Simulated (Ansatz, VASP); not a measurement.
Li in VASP and in Ansatz

Contents of INCAR:

```
SYSTEM = Li
PREC     = Accurate       ! precision mode
ENCUT    = 520            ! plane-wave cutoff, eV
EDIFF    = 1E-8           ! SCF threshold, eV
ISMEAR   = -1             ! smearing method
SIGMA    = 0.05           ! smearing width, eV
LREAL    = .False.        ! projectors in reciprocal space
LASPH    = .True.         ! aspherical terms in the spheres
NELM     = 60             ! most SCF steps
ALGO     = Normal         ! electronic algorithm
ISIF     = 2              ! what is computed and relaxed
LWAVE    = .False.        ! write WAVECAR
LCHARG   = .False.        ! write CHGCAR
GGA      = PS             ! functional
LEFG     = .True.       
NBANDS   = 12             ! bands
```

KPOINTS

```
regular mesh
0
Gamma
  12 12 12
  0 0 0
```

The input POSCAR:

```
Li
1.0
    1.5194889864      0.8772773753      7.5883000000
   -1.5194889864      0.8772773753      7.5883000000
    0.0000000000     -1.7545547507      7.5883000000
Li
3
Direct
    0.0000000000      0.0000000000      0.0000000000
    0.2220000000      0.2220000000      0.2220000000
    0.7780000000      0.7780000000      0.7780000000
```

Input for Ansatz:

```yaml
crystal:
  lattice:
    - [1.5194889864, 0.8772773753, 7.5883]
    - [-1.5194889864, 0.8772773753, 7.5883]
    - [0.0, -1.7545547507, 7.5883]
  atoms:
    - { symbol: Li, position: [0.0, 0.0, 0.0] }
    - { symbol: Li, position: [0.222, 0.222, 0.222] }
    - { symbol: Li, position: [0.778, 0.778, 0.778] }
kpoints:
  mp_grid: { grid: [12, 12, 12] }
scf:
  occupations: { method: fermi_dirac, width: 0.05 }
hamiltonian:
  xc: pbesol
  pseudopotentials: { kind: paw }
output:
  forces: true
  stress: true
  eigenvalues: true
  efg: { contact_densities: true }
```

Change from the starting cell: equal xx and yy strain of -2 %, PAW files.

Alike in both runs: task electric field gradients; functional PBEsol; k mesh 12 × 12 × 12; occupations fermi-dirac, width 0.05 eV; no spin polarisation.

```csv
,VASP,Ansatz
version,VASP 6.6.1,Ansatz 0.2.0
potentials or method,"VASP PAW PBE potentials, release 64 (Li_sv)","PAW with Ansatz's default frozen-core files, scalar-relativistic"
plane-wave cutoff (eV),520,420
valence electrons in the cell,9,9
```

|  | VASP | Ansatz | Ansatz less VASP |
| --- | --- | --- | --- |
| rms of the force components (eV/Å) | 0.005 | 0.004 | -0.0001 |

VASP's potentials were made for PBE, not for PBEsol. Atom by atom the forces differ by 0.000 eV/Å (rms over components).

Noted on VASP's run: the cutoff is under 1.25 times that of the potentials, so the pressure is a little rough.
